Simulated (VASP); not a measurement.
# MnO (Fm-3m) in VASP: a series of runs

The runs below take MnO through single point, relaxation of cell and atoms, with PBE.

Program: VASP 6.6.1. These are calculated values, not measurements. Logs are shortened: lines on timing, memory, paths and dates and some standing lists are left out, and cuts for length are marked.

## 1. The cell of the first run

The structure is cubic, space group Fm-3m (No. 225). Conventional cell: a = 4.443 Å, b = 4.443 Å, c = 4.443 Å, α = 90.00°, β = 90.00°, γ = 90.00°. Mn (site symmetry m-3m) has 6 O at 2.22 Å within 2.9 Å. Within 2.9 Å of O (site symmetry m-3m) lie 6 Mn at 2.22 Å.

## 2. Single point, PBE, collinear spin, ferromagnetic start

Contents of INCAR:

```
SYSTEM = MnO
ALGO = Normal
EDIFF = 1E-6
ENCUT = 520
GGA = PE
ISIF = 2
ISMEAR = 0
ISPIN = 2
LASPH = .True.
LCHARG = .True.
LELF = .True.
LMAXMIX = 4
LORBIT = 11
LREAL = .False.
LVHAR = .True.
LWAVE = .False.
MAGMOM = 4.46 0.26
NBANDS = 20
NELM = 150
PREC = Accurate
SIGMA = 0.1
```

Contents of KPOINTS:

```
k-points
0
Gamma
  16 16 16
  0 0 0
```

Contents of POSCAR:

```
MnO
1.0
    0.0000000000      2.2212657434      2.2212657434
    2.2212657434      0.0000000000      2.2212657434
    2.2212657434      2.2212657434      0.0000000000
Mn O
1 1
Direct
    0.0000000000      0.0000000000      0.0000000000
    0.5000000000      0.5000000000      0.5000000000
```

Potentials or basis: VASP PAW PBE potentials, release 64 (Mn_pv, O).

Run with:

```console
cat potpaw_PBE.64/Mn_pv/POTCAR potpaw_PBE.64/O/POTCAR > POTCAR
mpirun -np 1 vasp_std > vasp.out
```

OUTCAR:

```text
SYSTEM = MnO
   EDIFF = 1E-6
   ENCUT = 520
   GGA = PE
   ISIF = 2
   ISMEAR = 0
   ISPIN = 2
   LASPH = .True.
   LORBIT = 11
   LREAL = .False.
   NELM = 150
   PREC = Accurate

 ion  position               nearest neighbor table
   1  0.000  0.000  0.000-   2 2.22   2 2.22   2 2.22   2 2.22   2 2.22   2 2.22
   2  0.500  0.500  0.500-   1 2.22   1 2.22   1 2.22   1 2.22   1 2.22   1 2.22

  LATTYP: Found a face centered cubic cell.
 ALAT       =     4.4425314868

  Lattice vectors:

 A1 = (   0.0000000000,   2.2212657434,   2.2212657434)
 A2 = (   2.2212657434,   0.0000000000,   2.2212657434)
 A3 = (   2.2212657434,   2.2212657434,   0.0000000000)

Analysis of symmetry for initial positions (statically):
=====================================================================
 Subroutine PRICEL returns:
 Original cell was already a primitive cell.

 Routine SETGRP: Setting up the symmetry group for a
 face centered cubic supercell.

 Subroutine GETGRP returns: Found 48 space group operations
 (whereof 48 operations were pure point group operations)
 out of a pool of 48 trial point group operations.

The static configuration has the point symmetry O_h .

Analysis of symmetry for dynamics (positions and initial velocities):
=====================================================================
 Subroutine PRICEL returns:
 Original cell was already a primitive cell.

 Routine SETGRP: Setting up the symmetry group for a
 face centered cubic supercell.

 Subroutine GETGRP returns: Found 48 space group operations
 (whereof 48 operations were pure point group operations)
 out of a pool of 48 trial point group operations.

The dynamic configuration has the point symmetry O_h .

Analysis of structural, dynamic, and magnetic symmetry:
=====================================================================
 Subroutine PRICEL returns:
 Original cell was already a primitive cell.

 Routine SETGRP: Setting up the symmetry group for a
 face centered cubic supercell.

 Subroutine GETGRP returns: Found 48 space group operations
 (whereof 48 operations were pure point group operations)
 out of a pool of 48 trial point group operations.

The overall configuration has the point symmetry O_h .

 Subroutine INISYM returns: Found 48 space group operations
 (whereof 48 operations are pure point group operations),
 and found     1 'primitive' translations

----------------------------------------------------------------------------------------

                                     Primitive cell

  volume of cell :      21.9195

  direct lattice vectors                    reciprocal lattice vectors
     0.000000000  2.221265743  2.221265743    -0.225096885  0.225096885  0.225096885
     2.221265743  0.000000000  2.221265743     0.225096885 -0.225096885  0.225096885
     2.221265743  2.221265743  0.000000000     0.225096885  0.225096885 -0.225096885

  length of vectors
     3.141344140  3.141344140  3.141344140     0.389879242  0.389879242  0.389879242

  position of ions in fractional coordinates (direct lattice)
     0.000000000  0.000000000  0.000000000
     0.500000000  0.500000000  0.500000000

  ion indices of the primitive-cell ions
   primitive index   ion index
                 1           1
                 2           2

----------------------------------------------------------------------------------------

 KPOINTS: k-points

Automatic generation of k-mesh.
 Grid dimensions read from file:
 generate k-points for:   16   16   16

 Generating k-lattice:

  Cartesian coordinates                     Fractional coordinates (reciprocal lattice)
    -0.014068555  0.014068555  0.014068555     0.062500000  0.000000000  0.000000000
     0.014068555 -0.014068555  0.014068555     0.000000000  0.062500000  0.000000000
     0.014068555  0.014068555 -0.014068555     0.000000000  0.000000000  0.062500000

  Length of vectors
     0.024367453  0.024367453  0.024367453

  Shift w.r.t. Gamma in fractional coordinates (k-lattice)
     0.000000000  0.000000000  0.000000000

 Subroutine IBZKPT returns following result:
 ===========================================

 Found    145 irreducible k-points:

 Following reciprocal coordinates:
            Coordinates               Weight
  0.000000  0.000000  0.000000      1.000000
  0.062500  0.000000  0.000000      8.000000
  0.125000  0.000000  0.000000      8.000000
  0.187500  0.000000  0.000000      8.000000
  0.250000  0.000000  0.000000      8.000000
  0.312500  0.000000  0.000000      8.000000
[... 16 lines left out ...]
 -0.125000  0.062500  0.000000     24.000000
 -0.062500  0.062500  0.000000     12.000000
 [... further k-points ...]
   k-points           NKPTS =    145   k-points in BZ     NKDIM =    145   number of bands    NBANDS=     20
   number of dos      NEDOS =    301   number of ions     NIONS =      2
   total plane-waves  NPLWV =  13824
   dimension x,y,z NGX =    24 NGY =   24 NGZ =   24
   dimension x,y,z NGXF=    48 NGYF=   48 NGZF=   48
   ions per type =               1   1
   NGX,Y,Z   is equivalent  to a cutoff of  12.70, 12.70, 12.70 a.u.
   NGXF,Y,Z  is equivalent  to a cutoff of  25.40, 25.40, 25.40 a.u.
 SYSTEM =  MnO
   PREC   = accura    normal or accurate (medium, high low for compatibility)
   ISTART =      0    job   : 0-new  1-cont  2-samecut
   ICHARG =      2    charge: 1-file 2-atom 10-const
   ISPIN  =      2    spin polarized calculation?
   LNONCOLLINEAR =      F non collinear calculations
   LSORBIT =      F    spin-orbit coupling
   LASPH  =      T    aspherical Exc in radial PAW
   ENCUT  =  520.0 eV  38.22 Ry    6.18 a.u.   5.84  5.84  5.84*2*pi/ulx,y,z
   NELM   =    150;   NELMIN=  2; NELMDL= -5     # of ELM steps
   EDIFF  = 0.1E-05   stopping-criterion for ELM
   LREAL  =      F    real-space projection
   EDIFFG = 0.1E-04   stopping-criterion for IOM
   NSW    =      0    number of steps for IOM
   IBRION =     -1    ionic relax: 0-MD 1-quasi-New 2-CG
   NFREE  =      0    steps in history (QN), initial steepest desc. (CG)
   ISIF   =      2    stress and relaxation
   ISYM   =      2    0-nonsym 1-usesym 2-fastsym
   POTIM  = 0.5000    time-step for ionic-motion
   TEBEG  =    0.0;   TEEND  =   0.0 temperature during run
   PSTRESS=    0.0 pullay stress
   NELECT =      19.0000    total number of electrons
   NUPDOWN=      -1.0000    fix difference up-down
   EMIN   =  10.00;   EMAX   =-10.00  energy-range for DOS
   EFERMI =   0.00;   METHOD = LEGACY
   ISMEAR =     0;   SIGMA  =   0.10  broadening in eV -4-tet -1-fermi 0-gaus
   EFERMI_NEDOS =   21; number of points for ismear=-14 and -15
   IALGO  =     38    algorithm
   IMIX   =      4    mixing-type and parameters
     AMIX     =   0.40;   BMIX     =  1.00
     AMIX_MAG =   1.60;   BMIX_MAG =  1.00
  volume/ion in A,a.u.               =      10.96        73.96
  Fermi-wavevector in a.u.,A,eV,Ry     =   1.560926  2.949722 33.150438  2.436488
  Thomas-Fermi vector in A             =   2.664066
   LORBIT       =     11    0 simple, 1 ext, 2 COOP (PROOUT), +10 PAW based schemes
   GGA     = PE    functional components
   LHFCALC =     F    Hartree Fock is set to
   AEXX    =    0.0000 exact exchange contribution
   IVDW    =     0    specifies the selected vdW correction
   LEPSILON=     F    determine dielectric tensor
   LRPA    =     F    only Hartree local field effects (RPA)
 spin polarized calculation
 Gauss-broadening in eV      SIGMA  =   0.10
  energy-cutoff  :      520.00
  volume of cell :       21.92
 maximum number of plane-waves:       609
   NGX = 11   NGY = 11   NGZ = 11

 number of electron      18.9999992 magnetization       4.7613400

 Free energy of the ion-electron system (eV)
  ---------------------------------------------------
  ext. energy  EPLUGINS =         0.00000000
  ---------------------------------------------------
  free energy    TOTEN  =       -16.40469498 eV

  energy without entropy =      -16.39962683  energy(sigma->0) =      -16.40216091

 E-fermi :   7.5758     XC(G=0): -11.8764

 val. band max:        7.5668691926   @ k =  -0.3750   0.1875   0.0625
 cond. band min:       7.6014334108   @ k =   0.4375   0.0625   0.0000
 fundamental gap:      0.0345642182
 Fermi energy:         7.5757668936

 spin component 1

 k-point     1 :       0.0000    0.0000    0.0000
  band No.  band energies     occupation
      1     -42.8058      1.00000
      2     -42.8057      1.00000
      3     -42.8057      1.00000
      4     -12.7238      1.00000
      5       3.8080      1.00000
      6       3.8080      1.00000
[... 12 lines left out ...]
     19      27.3188      0.00000
     20      27.3188      0.00000

 k-point     2 :       0.0625    0.0000    0.0000
  band No.  band energies     occupation
      1     -42.8082      1.00000
      2     -42.8061      1.00000
      3     -42.8060      1.00000
      4     -12.6896      1.00000
      5       3.3843      1.00000
      6       3.5390      1.00000
[... 12 lines left out ...]
     19      26.9672      0.00000
     20      27.7970      0.00000

 k-point     3 :       0.1250    0.0000    0.0000
  band No.  band energies     occupation
      1     -42.8151      1.00000
      2     -42.8069      1.00000
      3     -42.8069      1.00000
      4     -12.5918      1.00000
      5       2.6102      1.00000
      6       3.0765      1.00000
[... 12 lines left out ...]
     19      26.5541      0.00000
     20      28.9585      0.00000

 k-point     4 :       0.1875    0.0000    0.0000
  band No.  band energies     occupation
      1     -42.8256      1.00000
      2     -42.8083      1.00000
      3     -42.8083      1.00000
      4     -12.4415      1.00000
      5       1.7713      1.00000
      6       2.6207      1.00000
[... 429 lines left out ...]
 k-point    23 :      -0.1250    0.0625    0.0000
  band No.  band energies     occupation
      1     -42.8193      1.00000
      2     -42.8094      1.00000
      3     -42.8068      1.00000
      4     -12.5207      1.00000
      5       2.1561      1.00000
      6       2.7467      1.00000
[... 12 lines left out ...]
     19      27.5401      0.00000
     20      30.0118      0.00000

 k-point    24 :      -0.0625    0.0625    0.0000
  band No.  band energies     occupation
      1     -42.8116      1.00000
      2     -42.8075      1.00000
      3     -42.8061      1.00000
      4     -12.6349      1.00000
      5       2.8660      1.00000
      6       3.1769      1.00000
[... 12 lines left out ...]
     19      27.4043      0.00000
     20      28.7201      0.00000

 [... further k-points ...]

 spin component 2

 k-point     1 :       0.0000    0.0000    0.0000
  band No.  band energies     occupation
      1     -38.1487      1.00000
      2     -38.1487      1.00000
      3     -38.1487      1.00000
      4     -12.2839      1.00000
      5       4.1923      1.00000
      6       4.1923      1.00000
[... 12 lines left out ...]
     19      29.6645      0.00000
     20      29.6646      0.00000

 k-point     2 :       0.0625    0.0000    0.0000
  band No.  band energies     occupation
      1     -38.1518      1.00000
      2     -38.1490      1.00000
      3     -38.1490      1.00000
      4     -12.2506      1.00000
      5       3.9331      1.00000
      6       4.1128      1.00000
[... 12 lines left out ...]
     19      29.0941      0.00000
     20      30.0141      0.00000

 k-point     3 :       0.1250    0.0000    0.0000
  band No.  band energies     occupation
      1     -38.1607      1.00000
      2     -38.1501      1.00000
      3     -38.1501      1.00000
      4     -12.1557      1.00000
      5       3.3116      1.00000
      6       3.9027      1.00000
[... 12 lines left out ...]
     19      28.4109      0.00000
     20      30.9157      0.00000

 k-point     4 :       0.1875    0.0000    0.0000
  band No.  band energies     occupation
      1     -38.1741      1.00000
      2     -38.1517      1.00000
      3     -38.1517      1.00000
      4     -12.0099      1.00000
      5       2.5572      1.00000
      6       3.6234      1.00000
[... 429 lines left out ...]
 k-point    23 :      -0.1250    0.0625    0.0000
  band No.  band energies     occupation
      1     -38.1660      1.00000
      2     -38.1531      1.00000
      3     -38.1499      1.00000
      4     -12.0866      1.00000
      5       2.9315      1.00000
      6       3.7200      1.00000
[... 12 lines left out ...]
     19      29.2753      0.00000
     20      31.9095      0.00000

 k-point    24 :      -0.0625    0.0625    0.0000
  band No.  band energies     occupation
      1     -38.1562      1.00000
      2     -38.1509      1.00000
      3     -38.1491      1.00000
      4     -12.1974      1.00000
      5       3.5524      1.00000
      6       3.9631      1.00000
[... 12 lines left out ...]
     19      29.3489      0.00000
     20      30.8572      0.00000

 [... further k-points ...]
[... 5 lines left out ...]
  --------------------------------------------------------------------------------------
  -------------------------------------------------------------------------------------
  Total        0.0266967      0.0266967      0.0266967     -0.0000000     -0.0000000      0.0000000
  in kB        1.9513592      1.9513592      1.9513592     -0.0000000     -0.0000000      0.0000000
  external PRESSURE =       1.9513592 kB  Pullay stress =       0.0000000 kB

 VOLUME and BASIS-vectors are now :
 -----------------------------------------------------------------------------
  energy-cutoff  :      520.00
  volume of cell :       21.92
      direct lattice vectors                 reciprocal lattice vectors
     0.000000000  2.221265743  2.221265743    -0.225096885  0.225096885  0.225096885
     2.221265743  0.000000000  2.221265743     0.225096885 -0.225096885  0.225096885
     2.221265743  2.221265743  0.000000000     0.225096885  0.225096885 -0.225096885

 POSITION                                       TOTAL-FORCE (eV/Angst)
 -----------------------------------------------------------------------------------
      0.00000      0.00000      0.00000        -0.000000      0.000000      0.000000
      2.22127      2.22127      2.22127         0.000000     -0.000000     -0.000000
 -----------------------------------------------------------------------------------
    total drift:                                0.000000     -0.000000     -0.000000

  FREE ENERGIE OF THE ION-ELECTRON SYSTEM (eV)
  ---------------------------------------------------
  free  energy   TOTEN  =       -16.4046949847 eV

  energy  without entropy=      -16.3996268322  energy(sigma->0) =      -16.40216091

 total charge

# of ion       s       p       d       tot
------------------------------------------
    1        0.203   6.177   4.976  11.356
    2        1.561   3.415   0.000   4.976
--------------------------------------------------
tot          1.765   9.592   4.976  16.332

 magnetization (x)

# of ion       s       p       d       tot
------------------------------------------
    1        0.034   0.026   4.264   4.324
    2        0.030   0.171   0.000   0.201
--------------------------------------------------
tot          0.065   0.196   4.264   4.525
```

It took 77 s on 1 thread of Intel Xeon Platinum 8259CL at 2.50GHz (Skylake/Cascade Lake), shared host; peak memory 0.21 GiB.

What came out:

* Free energy: -16.4047 eV
* Pressure: 0.2 GPa
* Net moment: 4.76 μB per cell
* Site moments: Mn +4.32; O +0.20 μB
* Valence electrons inside the program's atomic spheres: Mn 11.36; O 4.98

Caveat: a cell with one magnetic atom can't hold antiferromagnetic order, which such compounds often take; semilocal functionals often make such compounds metallic where correlation or magnetic order opens a gap, which also shifts bond lengths.

## 3. Relaxation of cell and atoms, PBE, collinear spin, ferromagnetic start

Contents of INCAR:

```
ALGO = Normal
EDIFF = 1E-6
EDIFFG = -0.005
ENCUT = 600
GGA = PE
IBRION = 2
ISIF = 3
ISMEAR = 0
ISPIN = 2
LASPH = T
LCHARG = F
LMAXMIX = 4
LORBIT = 11
LREAL = F
LWAVE = F
MAGMOM = 4.46 0.26
NELM = 150
NSW = 100
PREC = Accurate
SIGMA = 0.1
```

Contents of KPOINTS:

```
k-points
0
Gamma
  16 16 16
```

Contents of POSCAR:

```
MnO
1.0
    0.0000000000      2.2220000000      2.2220000000
    2.2220000000      0.0000000000      2.2220000000
    2.2220000000      2.2220000000      0.0000000000
Mn O
1 1
Direct
    0.0000000000      0.0000000000      0.0000000000
    0.5000000000      0.5000000000      0.5000000000
```

Potentials or basis: VASP PAW PBE potentials, release 64 (Mn_pv, O).

Run with:

```console
cat potpaw_PBE.64/Mn_pv/POTCAR potpaw_PBE.64/O/POTCAR > POTCAR
mpirun -np 1 vasp_std > vasp.out
```

Wall time 2.6 min (1 thread of Intel Xeon Platinum 8259CL at 2.50GHz (Skylake/Cascade Lake), shared host); peak memory 0.24 GiB.

It converged, with:

```yaml
Free_energy: -16.4066 eV
Relaxed_volume: 10.96 Å³/atom
Relaxed_cell: a = 3.141 Å, b = 3.141 Å, c = 3.141 Å, α = 60.00°, β = 60.00°, γ = 60.00°
Space_group_after_relaxing_to_0.05_Å: Fm-3m (No. 225)
Energy_gained_by_relaxing: 0.0 meV/atom
Ionic_steps: 2
Pressure_after_relaxing: 0.0 GPa
Net_moment: 4.76 μB per cell
Site_moments: Mn +4.33; O +0.20 μB
Valence_electrons_inside_the_program's_atomic_spheres: Mn 11.36; O 4.97
```

Final structure:
```
Mn O
1.0
     0.00000    2.22132    2.22132
     2.22132    0.00000    2.22132
     2.22132    2.22132    0.00000
Mn O
1 1
Direct
  0.00000 0.00000 0.00000
  0.50000 0.50000 0.50000
```

Levels at points of the mesh, in eV from the Fermi level:
Spin up:
```tsv
k point	band 10	band 11	band 12	band 13	band 14	band 15
(0.00, 0.00, 0.00)	-3.23	-2.70	-2.70	-0.52	13.97	16.34
(0.50, 0.00, 0.00)	-1.89	0.20	0.20	3.48	7.74	11.89
(0.50, 0.50, 0.00)	-2.06	-2.06	-1.93	5.03	7.82	10.41
```
Spin down:
| k point | band 3 | band 4 | band 5 | band 6 | band 7 | band 8 | band 9 | band 10 | band 11 | band 12 |
| --- | --- | --- | --- | --- | --- | --- | --- | --- | --- | --- |
| (0.00, 0.00, 0.00) | -45.72 | -19.86 | -3.38 | -3.38 | -3.38 | 0.72 | 0.72 | 0.72 | 0.79 | 1.35 |
| (0.50, 0.00, 0.00) | -45.73 | -18.90 | -7.40 | -4.87 | -4.87 | 1.91 | 1.95 | 1.95 | 3.63 | 3.63 |
| (0.50, 0.50, 0.00) | -45.75 | -18.93 | -6.44 | -4.36 | -4.36 | -0.85 | 1.94 | 2.14 | 2.39 | 2.39 |

Caveat: a cell with one magnetic atom can't hold antiferromagnetic order, which such compounds often take; semilocal functionals often make such compounds metallic where correlation or magnetic order opens a gap, which also shifts bond lengths. With open d or f shells a metallic result of PBE can be an artefact of self-interaction; +U or a hybrid may open a gap.
